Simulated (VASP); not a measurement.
Write the native input for VASP 6.6.1 that does the following.

```yaml
Task: single point
Functional: PBE
Potentials_or_basis: VASP PAW PBE potentials, release 64 (Mg, O)
Cutoff: 600 eV
k_mesh: 1 × 1 × 1
Occupations: gaussian, width 0.01 eV
Spin: no spin polarisation
Dipole_correction: no
Further_INCAR_settings: LREAL = Auto; ALGO = Normal; EDIFF = 1e-06; NBANDS = 86
```

The structure of MgO lies in POSCAR:

```
MgO
1.0
   -4.2543812303      4.2543812303      4.2543812303
    4.2543812303     -4.2543812303      4.2543812303
    4.2543812303      4.2543812303     -4.2543812303
Mg O
16 16
Direct
    0.0000000000      0.0000000000      0.0000000000
    0.0000000000      0.2500000000      0.7500000000
    0.0000000000      0.5000000000      0.5000000000
    0.0000000000      0.7500000000      0.2500000000
    0.2500000000      0.0000000000      0.7500000000
    0.2500000000      0.2500000000      0.5000000000
    0.2500000000      0.5000000000      0.2500000000
    0.2500000000      0.7500000000      0.0000000000
    0.5000000000      0.0000000000      0.5000000000
    0.5000000000      0.2500000000      0.2500000000
    0.5000000000      0.5000000000      0.0000000000
    0.5000000000      0.7500000000      0.7500000000
    0.7500000000      0.0000000000      0.2500000000
    0.7500000000      0.2500000000      0.0000000000
    0.7500000000      0.5000000000      0.7500000000
    0.7500000000      0.7500000000      0.5000000000
    0.0000000000      0.0000000000      0.5000000000
    0.0000000000      0.2500000000      0.2500000000
    0.0000000000      0.5000000000      0.0000000000
    0.0000000000      0.7500000000      0.7500000000
    0.2500000000      0.0000000000      0.2500000000
    0.2500000000      0.2500000000      0.0000000000
    0.2500000000      0.5000000000      0.7500000000
    0.2500000000      0.7500000000      0.5000000000
    0.5000000000      0.0000000000      0.0000000000
    0.5000000000      0.2500000000      0.7500000000
    0.5000000000      0.5000000000      0.5000000000
    0.5000000000      0.7500000000      0.2500000000
    0.7500000000      0.0000000000      0.7500000000
    0.7500000000      0.2500000000      0.5000000000
    0.7500000000      0.5000000000      0.2500000000
    0.7500000000      0.7500000000      0.0000000000
```

One way to write it, as run:

INCAR

```
SYSTEM = MgO
ALGO = Normal ; EDIFF = 1E-6
ENCUT = 600 ; GGA = PE
GGA_COMPAT = .False. ; ISIF = 2
ISMEAR = 0 ; LASPH = .True.
LCHARG = .True. ; LELF = .True.
LREAL = Auto ; LVHAR = .True.
LWAVE = .False. ; NBANDS = 86
NELM = 120 ; PREC = Accurate
SIGMA = 0.01
```

KPOINTS

```
k-points
0
Gamma
  1 1 1
  0 0 0
```

Potentials or basis: VASP PAW PBE potentials, release 64 (Mg, O).

The run is started by

```console
$ cat potpaw_PBE.64/Mg/POTCAR potpaw_PBE.64/O/POTCAR > POTCAR
$ mpirun -np 1 vasp_gam > vasp.out
```

It gave:

- Pressure: -1.4 GPa
- Band gap on the k mesh: 4.42 eV

Caveat: the k points lie up to 1.04 Å⁻¹ apart, too coarse for converged energies, forces and pressures; an odd mesh through Γ misses points on the zone boundary, where band edges can lie.

It took 42 s on 1 thread of Intel(R) Xeon(R) 6975P-C (Granite Rapids) (shared host), peak memory 0.45 GiB.
